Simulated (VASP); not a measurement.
# Al in VASP: relaxation of the atoms with PBE

Aim: the relaxation of the atoms of Al with PBE.

Program: VASP 6.6.1. These are calculated values, not measurements. Logs are shortened: lines on timing, memory, paths and dates and some standing lists are left out, and cuts for length are marked.

## 1. The cell of the first run

The cell holds a slab with vacuum, 16 atoms: a = 5.714 Å, b = 5.714 Å, c = 23.061 Å, α = 90.00°, β = 90.00°, γ = 90.00°.

## 2. Relaxation of the atoms, PBE

File INCAR:

```
ALGO = Normal
DIPOL = 0.5 0.5 0.500
EDIFF = 1E-6
EDIFFG = -0.03
ENCUT = 520
GGA = PE
IBRION = 2
IDIPOL = 3
ISIF = 2
ISMEAR = 0
LASPH = True
LCHARG = False
LDIPOL = True
LREAL = Auto
LWAVE = False
NELM = 80
NSW = 90
PREC = Accurate
SIGMA = 0.1
```

File KPOINTS:

```
k-points
0
Gamma
  5 5 1
```

File POSCAR:

```
Al
1.0
    5.7143027680      0.0000000000      0.0000000000
    0.0000000000      5.7143027680      0.0000000000
    0.0000000000      0.0000000000     23.0609333555
Al
16
Selective dynamics
Direct
    0.2500000000      0.2500000000      0.3685887240  F F F
    0.2500000000      0.7500000000      0.3685887240  F F F
    0.7500000000      0.2500000000      0.3685887240  F F F
    0.7500000000      0.7500000000      0.3685887240  F F F
    0.5000000000      0.5000000000      0.4561962413  F F F
    0.5000000000      0.0000000000      0.4561962413  F F F
    0.0000000000      0.5000000000      0.4561962413  F F F
    0.0000000000      0.0000000000      0.4561962413  F F F
    0.7500000000      0.7500000000      0.5438037587  T T T
    0.7500000000      0.2500000000      0.5438037587  T T T
    0.2500000000      0.7500000000      0.5438037587  T T T
    0.2500000000      0.2500000000      0.5438037587  T T T
    0.0000000000      0.0000000000      0.6314112760  T T T
    0.0000000000      0.5000000000      0.6314112760  T T T
    0.5000000000      0.0000000000      0.6314112760  T T T
    0.5000000000      0.5000000000      0.6314112760  T T T
```

Potentials or basis: VASP PAW PBE potentials, release 64 (Al).

Launch:

```sh
$ cat potpaw_PBE.64/Al/POTCAR > POTCAR
$ mpirun -np 1 vasp_std > vasp.out
```

OUTCAR:

```text
EDIFF = 1E-6
   EDIFFG = -0.03
   ENCUT = 520
   GGA = PE
   IBRION = 2
   ISIF = 2
   ISMEAR = 0
   LASPH = True
   LREAL = Auto
   NELM = 80
   NSW = 90
   PREC = Accurate

 ion  position               nearest neighbor table
   1  0.250  0.250  0.369-   5 2.86   6 2.86   7 2.86   8 2.86   2 2.86   3 2.86   2 2.86   3 2.86

   2  0.250  0.750  0.369-   5 2.86   6 2.86   7 2.86   8 2.86   1 2.86   4 2.86   1 2.86   4 2.86

   3  0.750  0.250  0.369-   5 2.86   6 2.86   7 2.86   8 2.86   1 2.86   4 2.86   4 2.86   1 2.86
[... 33 lines left out ...]
 A1 = (   5.7143027680,   0.0000000000,   0.0000000000)
 A2 = (   0.0000000000,   5.7143027680,   0.0000000000)
 A3 = (   0.0000000000,   0.0000000000,  23.0609333555)

Analysis of symmetry for initial positions (statically):
=====================================================================
 Subroutine PRICEL returns following result:

  LATTYP: Found a simple tetragonal cell.
 ALAT       =     2.8571513840
 C/A-ratio  =     8.0713025864
[... 12 lines left out ...]
 Subroutine GETGRP returns: Found 16 space group operations
 (whereof  8 operations were pure point group operations)
 out of a pool of 16 trial point group operations.

The static configuration has the point symmetry C_4v.
 The point group associated with its full space group is D_4h.

Analysis of symmetry for dynamics (positions and initial velocities):
=====================================================================
 Subroutine PRICEL returns following result:

  LATTYP: Found a simple tetragonal cell.
 ALAT       =     2.8571513840
 C/A-ratio  =     8.0713025864
[... 12 lines left out ...]
 Subroutine GETGRP returns: Found 16 space group operations
 (whereof  8 operations were pure point group operations)
 out of a pool of 16 trial point group operations.

The dynamic configuration has the point symmetry C_4v.
 The point group associated with its full space group is D_4h.

Analysis of constrained symmetry for selective dynamics:
=====================================================================
 Subroutine PRICEL returns following result:

  LATTYP: Found a simple tetragonal cell.
 ALAT       =     2.8571513840
 C/A-ratio  =     8.0713025864
[... 12 lines left out ...]
 Subroutine GETGRP returns: Found  8 space group operations
 (whereof  8 operations were pure point group operations)
 out of a pool of 16 trial point group operations.

The constrained configuration has the point symmetry C_4v.

 Subroutine INISYM returns: Found  8 space group operations
 (whereof  8 operations are pure point group operations),
 and found     4 'primitive' translations

----------------------------------------------------------------------------------------

                                     Primitive cell

  volume of cell :     188.2536

  direct lattice vectors                    reciprocal lattice vectors
     2.857151384  0.000000000  0.000000000     0.349998955  0.000000000  0.000000000
     0.000000000  2.857151384  0.000000000     0.000000000  0.349998955  0.000000000
     0.000000000  0.000000000 23.060933356     0.000000000  0.000000000  0.043363379

  length of vectors
     2.857151384  2.857151384 23.060933356     0.349998955  0.349998955  0.043363379

  position of ions in fractional coordinates (direct lattice)
     0.500000000  0.500000000  0.368588724
     0.000000000  0.000000000  0.456196241
     0.500000000  0.500000000  0.543803759
     0.000000000  0.000000000  0.631411276

  ion indices of the primitive-cell ions
   primitive index   ion index
                 1           1
                 2           5
                 3          12
                 4          13

----------------------------------------------------------------------------------------

 KPOINTS: k-points
[... 36 lines left out ...]
   ions per type =              16
   NGX,Y,Z   is equivalent  to a cutoff of  12.22, 12.22, 12.98 a.u.
   NGXF,Y,Z  is equivalent  to a cutoff of  24.44, 24.44, 25.95 a.u.
 SYSTEM =  unknown system
   PREC   = accura    normal or accurate (medium, high low for compatibility)
   ISTART =      0    job   : 0-new  1-cont  2-samecut
   ICHARG =      2    charge: 1-file 2-atom 10-const
   ISPIN  =      1    spin polarized calculation?
   LNONCOLLINEAR =      F non collinear calculations
   LSORBIT =      F    spin-orbit coupling
   LASPH  =      T    aspherical Exc in radial PAW
   ENCUT  =  520.0 eV  38.22 Ry    6.18 a.u.  10.62 10.62 42.88*2*pi/ulx,y,z
   NELM   =     80;   NELMIN=  2; NELMDL= -5     # of ELM steps
   EDIFF  = 0.1E-05   stopping-criterion for ELM
   LREAL  =      T    real-space projection
   EDIFFG = -.3E-01   stopping-criterion for IOM
   NSW    =     90    number of steps for IOM
   IBRION =      2    ionic relax: 0-MD 1-quasi-New 2-CG
   NFREE  =      1    steps in history (QN), initial steepest desc. (CG)
   ISIF   =      2    stress and relaxation
   ISYM   =      2    0-nonsym 1-usesym 2-fastsym
   POTIM  = 0.5000    time-step for ionic-motion
   TEBEG  =    0.0;   TEEND  =   0.0 temperature during run
   PSTRESS=    0.0 pullay stress
   NELECT =      48.0000    total number of electrons
   NUPDOWN=      -1.0000    fix difference up-down
   EMIN   =  10.00;   EMAX   =-10.00  energy-range for DOS
   EFERMI =   0.00;   METHOD = LEGACY
   ISMEAR =     0;   SIGMA  =   0.10  broadening in eV -4-tet -1-fermi 0-gaus
   EFERMI_NEDOS =   21; number of points for ismear=-14 and -15
   IALGO  =     38    algorithm
   IMIX   =      4    mixing-type and parameters
     AMIX     =   0.40;   BMIX     =  1.00
     AMIX_MAG =   1.60;   BMIX_MAG =  1.00
  volume/ion in A,a.u.               =      47.06       317.60
  Fermi-wavevector in a.u.,A,eV,Ry     =   0.653964  1.235814  5.818796  0.427669
  Thomas-Fermi vector in A             =   1.724372
   LORBIT       =      0    0 simple, 1 ext, 2 COOP (PROOUT), +10 PAW based schemes
   GGA     = PE    functional components
   LHFCALC =     F    Hartree Fock is set to
   AEXX    =    0.0000 exact exchange contribution
   IVDW    =     0    specifies the selected vdW correction
   LEPSILON=     F    determine dielectric tensor
   LRPA    =     F    only Hartree local field effects (RPA)
 conjugate gradient relaxation of ions
 non-spin polarized calculation
 Gauss-broadening in eV      SIGMA  =   0.10
  energy-cutoff  :      520.00
  volume of cell :      753.01
 maximum number of plane-waves:     20307
   NGX = 21   NGY = 21   NGZ = 85

--------------------------------------- Ionic step        1  -------------------------------------------

 number of electron      47.9999999 magnetization

 Free energy of the ion-electron system (eV)
  ---------------------------------------------------
  ext. energy  EPLUGINS =         0.00000000
  ---------------------------------------------------
  free energy    TOTEN  =       -55.90154785 eV

  energy without entropy =      -55.86256874  energy(sigma->0) =      -55.88205830

------------------------ aborting loop because EDIFF is reached ----------------------------------------

  FORCE on cell =-STRESS in cart. coord.  units (eV):
  Direction    XX          YY          ZZ          XY          YZ          ZX
  --------------------------------------------------------------------------------------
  -------------------------------------------------------------------------------------
  Total       -8.6445150     -8.6445150      6.2847809      0.0000000      0.0000000      0.0000000
  in kB      -18.3927996    -18.3927996     13.3720302      0.0000000      0.0000000      0.0000000
  external PRESSURE =      -7.8045230 kB  Pullay stress =       0.0000000 kB
[... 189 lines left out ...]
 number of electron      47.9999999 magnetization

------------------------ aborting loop because EDIFF is reached ----------------------------------------

 vacuum level on the upper side and lower side of the slab       (xc-potential included)        -0.128        -0.108

  FORCE on cell =-STRESS in cart. coord.  units (eV):
  Direction    XX          YY          ZZ          XY          YZ          ZX
  --------------------------------------------------------------------------------------
  -------------------------------------------------------------------------------------
  Total       -9.2538971     -9.2538971     -0.9155776      0.0000000      0.0000000      0.0000000
  in kB      -19.6893725    -19.6893725     -1.9480602      0.0000000      0.0000000      0.0000000
  external PRESSURE =     -13.7756017 kB  Pullay stress =       0.0000000 kB
[... 31 lines left out ...]
  FREE ENERGIE OF THE ION-ELECTRON SYSTEM (eV)
  ---------------------------------------------------
  free  energy   TOTEN  =       -55.9548962193 eV

  energy  without entropy=      -55.8937774281  energy(sigma->0) =      -55.92433682

 dipolmoment           0.000000      0.000000      0.001874 electrons x Angstroem

--------------------------------------- Ionic step        6  -------------------------------------------

 number of electron      47.9999999 magnetization

------------------------ aborting loop because EDIFF is reached ----------------------------------------
[... 145 lines left out ...]
--------------------------------------- Ionic step        9  -------------------------------------------

 number of electron      47.9999999 magnetization

 dipolmoment           0.000000      0.000000     -0.003200 electrons x Angstroem

 Free energy of the ion-electron system (eV)
  ---------------------------------------------------
  ext. energy  EPLUGINS =         0.00000000
  ---------------------------------------------------
  free energy    TOTEN  =       -55.97899992 eV

  energy without entropy =      -55.92451632  energy(sigma->0) =      -55.95175812

 E-fermi :   0.0434     XC(G=0):  -4.4485

 val. band max:        0.0396945641   @ k =   0.0000   0.0000   0.0000
 cond. band min:       0.1919268858   @ k =   0.2000   0.0000   0.0000
 fundamental gap:      0.1522323217
 Fermi energy:         0.0433985147

 k-point     1 :       0.0000    0.0000    0.0000
  band No.  band energies     occupation
      1     -10.4516      2.00000
      2      -9.1522      2.00000
      3      -7.0111      2.00000
      4      -6.0092      2.00000
      5      -6.0092      2.00000
      6      -5.9917      2.00000
[... 205 lines left out ...]
     32       2.0250      0.00000
     33       2.0781      0.00000

------------------------ aborting loop because EDIFF is reached ----------------------------------------

 vacuum level on the upper side and lower side of the slab       (xc-potential included)        -0.017         0.000

  FORCE on cell =-STRESS in cart. coord.  units (eV):
  Direction    XX          YY          ZZ          XY          YZ          ZX
  --------------------------------------------------------------------------------------
  -------------------------------------------------------------------------------------
  Total       -8.8869830     -8.8869830      1.4671728      0.0000000      0.0000000     -0.0000000
  in kB      -18.9086949    -18.9086949      3.1216806      0.0000000      0.0000000     -0.0000000
  external PRESSURE =     -11.5652364 kB  Pullay stress =       0.0000000 kB
[... 31 lines left out ...]
  FREE ENERGIE OF THE ION-ELECTRON SYSTEM (eV)
  ---------------------------------------------------
  free  energy   TOTEN  =       -55.9789999239 eV

  energy  without entropy=      -55.9245163247  energy(sigma->0) =      -55.95175812

 reached required accuracy - stopping structural energy minimisation

 vacuum level on the upper side and lower side of the slab         4.358         4.374
```

It took 13 min on 1 thread of Intel Xeon 6975P-C (Granite Rapids), shared host; peak memory 0.72 GiB.

Results:

```yaml
Free_energy: -55.9790 eV
Energy_gained_by_relaxing: 4.8 meV/atom
Ionic_steps: 9
Band_gap_on_the_k_mesh: zero (bands 24 and 25 overlap by 0.78 eV)
```

The path:
```csv
step,energy change (eV),largest force on free atoms (eV/Å),pressure (GPa)
1,0.0000,0.2169,-0.78
2,-0.0112,0.1932,-0.81
3,-0.0391,0.1412,-0.91
4,-0.0720,0.0584,-1.07
5,-0.0533,0.1258,-1.38
6,-0.0767,0.0344,-1.18
7,-0.0768,0.0401,-1.17
8,-0.0767,0.0408,-1.16
9,-0.0775,0.0028,-1.16
```

Final structure:
```
Al
1.0
     5.71430    0.00000    0.00000
     0.00000    5.71430    0.00000
     0.00000    0.00000   23.06093
Al
16
Direct
  0.25000 0.25000 0.36859
  0.25000 0.75000 0.36859
  0.75000 0.25000 0.36859
  0.75000 0.75000 0.36859
  0.50000 0.50000 0.45620
  0.50000 0.00000 0.45620
  0.00000 0.50000 0.45620
  0.00000 0.00000 0.45620
  0.75000 0.75000 0.54734
  0.75000 0.25000 0.54734
  0.25000 0.75000 0.54734
  0.25000 0.25000 0.54734
  0.00000 0.00000 0.63727
  0.00000 0.50000 0.63727
  0.50000 0.00000 0.63727
  0.50000 0.50000 0.63727
```

Levels at points of the mesh, in eV from the Fermi level:
| k point | band 22 | band 23 | band 24 | band 25 | band 26 | band 27 |
| --- | --- | --- | --- | --- | --- | --- |
| (0.00, 0.00, 0.00) | -0.99 | -0.95 | -0.02 | -0.02 | 0.00 | 0.00 |
